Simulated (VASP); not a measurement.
Set up this calculation in VASP 6.6.1, as the native input.

- Task: single point
- Functional: PBE
- Potentials or basis: VASP PAW PBE potentials, release 64 (Hf_pv, Ge_d, W_sv)
- Cutoff: 520 eV
- k mesh: 4 × 4 × 2
- Occupations: gaussian, width 0.1 eV
- Spin: no spin polarisation
- Dipole correction: no
- Further INCAR settings: ALGO = Normal; EDIFF = 1e-06; NBANDS = 49

The structure of HfGe3W2 lies in POSCAR:

```
HfGe3W2
1.0
    3.7885248500      0.0000000000      0.0000000000
    0.0000000000      3.7885248500      0.0000000000
    0.0000000000      0.0000000000      8.8525906000
Hf Ge W
1 3 2
Direct
    0.0000000000      0.0000000000      0.5000000000
    0.5000000000      0.5000000000      0.7511408300
    0.5000000000      0.5000000000      0.2488591700
    0.5000000000      0.5000000000      0.0000000000
    0.0000000000      0.0000000000      0.0000000000
    0.5000000000      0.5000000000      0.5000000000
```

The cell was generated, and may not be a known phase.

These files were run (other wordings do the same):

INCAR

```
SYSTEM = HfGe3W2
ALGO = Normal ; EDIFF = 1E-6
ENCUT = 520 ; GGA = PE
ISIF = 2 ; ISMEAR = 0
LASPH = .True. ; LCHARG = .False.
LREAL = .False. ; LWAVE = .False.
NBANDS = 49 ; NELM = 80
PREC = Accurate ; SIGMA = 0.1
```

KPOINTS

```
k-points
0
Gamma
  4 4 2
  0 0 0
```

Potentials or basis: VASP PAW PBE potentials, release 64 (Hf_pv, Ge_d, W_sv).

Run with:

```sh
$ cat potpaw_PBE.64/Hf_pv/POTCAR potpaw_PBE.64/Ge_d/POTCAR potpaw_PBE.64/W_sv/POTCAR > POTCAR
$ mpirun -np 1 vasp_std > vasp.out
```

It gave:

```json
{
  "Pressure": "8.5 GPa",
  "Largest force": "1.393 eV/Å",
  "Band gap on the k mesh": "zero (bands 40 and 41 overlap by 0.88 eV)"
}
```

Caveat: the k points lie up to 0.41 Å⁻¹ apart, too coarse for converged energies and pressures of a metal; spin-orbit coupling is left out, which moves the levels of the heavy elements; forces of over 1 eV/Å act on the atoms, so gaps and moduli don't describe the material at rest.

Wall time 2.6 min on 1 thread of Intel Xeon 8259CL (shared host), peak memory 0.26 GiB.
